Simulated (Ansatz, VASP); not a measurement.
One calculation of BAs, two programs

```xyz
2
Lattice="2.1275 0.0000 0.0000 0.0000 3.1741 0.0000 0.0000 0.0000 4.9510" Properties=species:S:1:pos:R:3 pbc="T T T"
B     0.0000    1.5870    0.0000
As    1.0638    1.5870    2.4755
```

Alike in both runs: task single point; functional B3LYP; k mesh 6 × 4 × 3; occupations fermi-dirac, width 0.05 eV; no spin polarisation.

|  | VASP | Ansatz |
| --- | --- | --- |
| version | VASP 6.6.1 | Ansatz 0.2.0 |
| potentials or method | VASP PAW PBE potentials, release 64 (B, As) | Ansatz PAW |
| plane-wave cutoff (eV) | 520 | 420 |
| valence electrons in the cell | 8 | 18 |

Ansatz gave:

```
gap on the k mesh at the Fermi level (eV)                     : none
pressure (GPa)                                                : 11.3
traceless stress, the component that is largest in VASP (GPa) : 27.64
```

Q: Which values does VASP return?

A: gap on the k mesh at the Fermi level (eV): none; pressure (GPa): 11.4; traceless stress, the component that is largest in VASP (GPa): 27.95.

VASP's potentials were made for PBE, not for B3LYP. A gap of «none» marks a metal or a gap that the smearing closes. The functional is the same, so the differences come from potentials, cutoffs and numerics. VASP's potentials hold 8 valence electrons a cell and Ansatz's 18, so a difference there can come from the potentials and not from the codes.

The k mesh is coarse, so the values compare programs but aren't converged.
